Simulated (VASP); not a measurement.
# TlCl (Pm-3m) in VASP: single point with PBE

Aim: the single point of TlCl with PBE.

All numbers are computed with VASP 6.6.1; they aren't measurements. Logs are shortened: lines on timing, memory, paths and dates and some standing lists are left out, and cuts for length are marked.

### 1 The cell of the first run

Symmetry: Pm-3m, No. 221, cubic system. Conventional cell: a = 3.928 Å, b = 3.928 Å, c = 3.928 Å, α = 90.00°, β = 90.00°, γ = 90.00°. Tl (site symmetry m-3m) has 8 Cl at 3.40 Å and 6 Tl at 3.93 Å within 4.5 Å. Cl (site symmetry m-3m) has 8 Tl at 3.40 Å and 6 Cl at 3.93 Å within 4.5 Å.

### 2 Single point, PBE

INCAR reads:

```
ALGO     = Normal         # electronic algorithm
EDIFF    = 1E-6           # SCF threshold, eV
ENCUT    = 500            # plane-wave cutoff, eV
GGA      = PE             # functional
GGA_COMPAT= F            
ISIF     = 2              # what is computed and relaxed
ISMEAR   = -1             # smearing method
LASPH    = T              # aspherical terms in the spheres
LCHARG   = F              # write CHGCAR
LREAL    = F              # projectors in reciprocal space
LWAVE    = F              # write WAVECAR
NBANDS   = 17             # bands
NELM     = 120            # most SCF steps
PREC     = Accurate       # precision mode
SIGMA    = 0.1            # smearing width, eV
```

KPOINTS reads:

```
k-points
0
Gamma
  7 7 7
```

POSCAR reads:

```
TlCl
1.0
    3.9282450000      0.0000000000      0.0000000000
    0.0000000000      3.9282450000      0.0000000000
    0.0000000000      0.0000000000      3.9282450000
Tl Cl
1 1
Direct
    0.0000000000      0.0000000000      0.0000000000
    0.5000000000      0.5000000000      0.5000000000
```

Potentials or basis: VASP PAW PBE potentials, release 64 (Tl_d, Cl).

The run is started by

```bash
$ cat potpaw_PBE.64/Tl_d/POTCAR potpaw_PBE.64/Cl/POTCAR > POTCAR
$ mpirun -np 1 vasp_std > vasp.out
```

OUTCAR:

```text
EDIFF = 1E-6
   ENCUT = 500
   GGA = PE
   ISIF = 2
   ISMEAR = -1
   LASPH = T
   LREAL = F
   NELM = 120
   PREC = Accurate

 ion  position               nearest neighbor table
   1  0.000  0.000  0.000-   2 3.40   2 3.40   2 3.40   2 3.40   2 3.40   2 3.40   2 3.40   2 3.40

   2  0.500  0.500  0.500-   1 3.40   1 3.40   1 3.40   1 3.40   1 3.40   1 3.40   1 3.40   1 3.40

  LATTYP: Found a simple cubic cell.
 ALAT       =     3.9282450000

  Lattice vectors:

 A1 = (   3.9282450000,   0.0000000000,   0.0000000000)
 A2 = (   0.0000000000,   3.9282450000,   0.0000000000)
 A3 = (   0.0000000000,   0.0000000000,   3.9282450000)

Analysis of symmetry for initial positions (statically):
=====================================================================
 Subroutine PRICEL returns:
 Original cell was already a primitive cell.

 Routine SETGRP: Setting up the symmetry group for a
 simple cubic supercell.

 Subroutine GETGRP returns: Found 48 space group operations
 (whereof 48 operations were pure point group operations)
 out of a pool of 48 trial point group operations.

The static configuration has the point symmetry O_h .

Analysis of symmetry for dynamics (positions and initial velocities):
=====================================================================
 Subroutine PRICEL returns:
 Original cell was already a primitive cell.

 Routine SETGRP: Setting up the symmetry group for a
 simple cubic supercell.

 Subroutine GETGRP returns: Found 48 space group operations
 (whereof 48 operations were pure point group operations)
 out of a pool of 48 trial point group operations.

The dynamic configuration has the point symmetry O_h .

 Subroutine INISYM returns: Found 48 space group operations
 (whereof 48 operations are pure point group operations),
 and found     1 'primitive' translations

----------------------------------------------------------------------------------------

                                     Primitive cell

  volume of cell :      60.6172

  direct lattice vectors                    reciprocal lattice vectors
     3.928245000  0.000000000  0.000000000     0.254566607  0.000000000  0.000000000
[... 75 lines left out ...]
   ISPIN  =      1    spin polarized calculation?
   LNONCOLLINEAR =      F non collinear calculations
   LSORBIT =      F    spin-orbit coupling
   LASPH  =      T    aspherical Exc in radial PAW
   ENCUT  =  500.0 eV  36.75 Ry    6.06 a.u.   7.16  7.16  7.16*2*pi/ulx,y,z
   NELM   =    120;   NELMIN=  2; NELMDL= -5     # of ELM steps
   EDIFF  = 0.1E-05   stopping-criterion for ELM
   LREAL  =      F    real-space projection
   EDIFFG = 0.1E-04   stopping-criterion for IOM
   NSW    =      0    number of steps for IOM
   IBRION =     -1    ionic relax: 0-MD 1-quasi-New 2-CG
   NFREE  =      0    steps in history (QN), initial steepest desc. (CG)
   ISIF   =      2    stress and relaxation
   ISYM   =      2    0-nonsym 1-usesym 2-fastsym
   POTIM  = 0.5000    time-step for ionic-motion
   TEBEG  =    0.0;   TEEND  =   0.0 temperature during run
   PSTRESS=    0.0 pullay stress
   NELECT =      20.0000    total number of electrons
   NUPDOWN=      -1.0000    fix difference up-down
   EMIN   =  10.00;   EMAX   =-10.00  energy-range for DOS
   EFERMI =   0.00;   METHOD = LEGACY
   ISMEAR =    -1;   SIGMA  =   0.10  broadening in eV -4-tet -1-fermi 0-gaus
   EFERMI_NEDOS =   21; number of points for ismear=-14 and -15
   IALGO  =     38    algorithm
   IMIX   =      4    mixing-type and parameters
     AMIX     =   0.40;   BMIX     =  1.00
     AMIX_MAG =   1.60;   BMIX_MAG =  1.00
  volume/ion in A,a.u.               =      30.31       204.53
  Fermi-wavevector in a.u.,A,eV,Ry     =   1.131235  2.137725 17.411283  1.279693
  Thomas-Fermi vector in A             =   2.267934
   LORBIT       =      0    0 simple, 1 ext, 2 COOP (PROOUT), +10 PAW based schemes
   GGA     = PE    functional components
   LHFCALC =     F    Hartree Fock is set to
   AEXX    =    0.0000 exact exchange contribution
   IVDW    =     0    specifies the selected vdW correction
   LEPSILON=     F    determine dielectric tensor
   LRPA    =     F    only Hartree local field effects (RPA)
 non-spin polarized calculation
  energy-cutoff  :      500.00
  volume of cell :       60.62
 maximum number of plane-waves:      1551
 NGX is ok and might be reduce to    30
   NGX = 15   NGY = 15   NGZ = 15

 number of electron      19.9999993 magnetization

 Free energy of the ion-electron system (eV)
  ---------------------------------------------------
  ext. energy  EPLUGINS =         0.00000000
  ---------------------------------------------------
  free energy    TOTEN  =        -6.01377839 eV

  energy without entropy =       -6.01377802  energy(sigma->0) =       -6.01377821

 E-fermi :   3.1709     XC(G=0):  -8.7870

 val. band max:        1.8010875290   @ k =   0.4286   0.0000   0.0000
 cond. band min:       4.4337431015   @ k =   0.4286   0.0000   0.0000
 fundamental gap:      2.6326555725
 Fermi energy:         3.1709300103

 k-point     1 :       0.0000    0.0000    0.0000
  band No.  band energies     occupation
      1     -11.4170      2.00000
      2      -7.8730      2.00000
      3      -7.8730      2.00000
      4      -7.6739      2.00000
      5      -7.6739      2.00000
      6      -7.6739      2.00000
[... 377 lines left out ...]
      4      -7.7849      2.00000
      5      -7.6344      2.00000
      6      -7.6344      2.00000
[... 9 lines left out ...]
     16      14.1249      0.00000
     17      18.6438      0.00000

------------------------ aborting loop because EDIFF is reached ----------------------------------------

  FORCE on cell =-STRESS in cart. coord.  units (eV):
  Direction    XX          YY          ZZ          XY          YZ          ZX
  --------------------------------------------------------------------------------------
  -------------------------------------------------------------------------------------
  Total       -0.2019580     -0.2019580     -0.2019580     -0.0000000      0.0000000      0.0000000
  in kB       -5.3379673     -5.3379673     -5.3379673     -0.0000000      0.0000000      0.0000000
  external PRESSURE =      -5.3379673 kB  Pullay stress =       0.0000000 kB

 VOLUME and BASIS-vectors are now :
 -----------------------------------------------------------------------------
  energy-cutoff  :      500.00
  volume of cell :       60.62
      direct lattice vectors                 reciprocal lattice vectors
     3.928245000  0.000000000  0.000000000     0.254566607  0.000000000  0.000000000
     0.000000000  3.928245000  0.000000000     0.000000000  0.254566607  0.000000000
     0.000000000  0.000000000  3.928245000     0.000000000  0.000000000  0.254566607

 POSITION                                       TOTAL-FORCE (eV/Angst)
 -----------------------------------------------------------------------------------
      0.00000      0.00000      0.00000         0.000000      0.000000      0.000000
      1.96412      1.96412      1.96412         0.000000      0.000000      0.000000
 -----------------------------------------------------------------------------------
    total drift:                                0.000000      0.000000     -0.000000

  FREE ENERGIE OF THE ION-ELECTRON SYSTEM (eV)
  ---------------------------------------------------
  free  energy   TOTEN  =        -6.0137783927 eV

  energy  without entropy=       -6.0137780221  energy(sigma->0) =       -6.01377821
```

OSZICAR:

```text
N       E                     dE             d eps       ncg     rms          rms(c)
DAV:   1     0.944418007663E+02    0.94442E+02   -0.97471E+03   704   0.994E+02
DAV:   2    -0.267707527979E+01   -0.97119E+02   -0.94107E+02   859   0.221E+02
DAV:   3    -0.645814516744E+01   -0.37811E+01   -0.37692E+01   812   0.384E+01
DAV:   4    -0.648600067213E+01   -0.27856E-01   -0.27852E-01   898   0.385E+00
DAV:   5    -0.648638688848E+01   -0.38622E-03   -0.38621E-03   883   0.429E-01    0.294E+00
DAV:   6    -0.604881878995E+01    0.43757E+00   -0.76384E-01   753   0.438E+00    0.189E+00
DAV:   7    -0.601566294261E+01    0.33156E-01   -0.16140E-01   767   0.177E+00    0.124E+00
DAV:   8    -0.601446155802E+01    0.12014E-02   -0.29012E-02   740   0.106E+00    0.325E-01
DAV:   9    -0.601353266704E+01    0.92889E-03   -0.29808E-03   851   0.255E-01    0.151E-01
DAV:  10    -0.601380028572E+01   -0.26762E-03   -0.96589E-04   740   0.143E-01    0.812E-02
DAV:  11    -0.601377873030E+01    0.21555E-04   -0.64106E-05   826   0.429E-02    0.229E-02
DAV:  12    -0.601377892590E+01   -0.19560E-06   -0.12815E-05   798   0.187E-02    0.668E-03
DAV:  13    -0.601377839268E+01    0.53322E-06   -0.53095E-06   794   0.103E-02
   1 F= -.60137784E+01 E0= -.60137782E+01  d E =-.370625E-06
```

stdout:

```text
POSCAR found type information on POSCAR TlCl
 POSCAR found :  2 types and       2 ions
 scaLAPACK will be used
 LDA part: xc-table for (Slater+PW92), standard interpolation
 POSCAR, INCAR and KPOINTS ok, starting setup
 FFT: planning ... GRIDC
 FFT: planning ... GRID_SOFT
 FFT: planning ... GRID
 WAVECAR not read
 entering main loop
```

Run time: 10 s. Hardware: 1 thread of Intel Xeon 6975P-C (Granite Rapids), shared host; peak memory 0.17 GiB.

Results:

| Item | Value |
| --- | --- |
| Free energy | -6.0138 eV |
| Pressure | -0.5 GPa |
| Band gap on the k mesh | 2.63 eV |

Caveat: spin-orbit coupling is left out, which moves the levels of the heavy elements; an odd mesh through Γ misses points on the zone boundary, where band edges can lie.
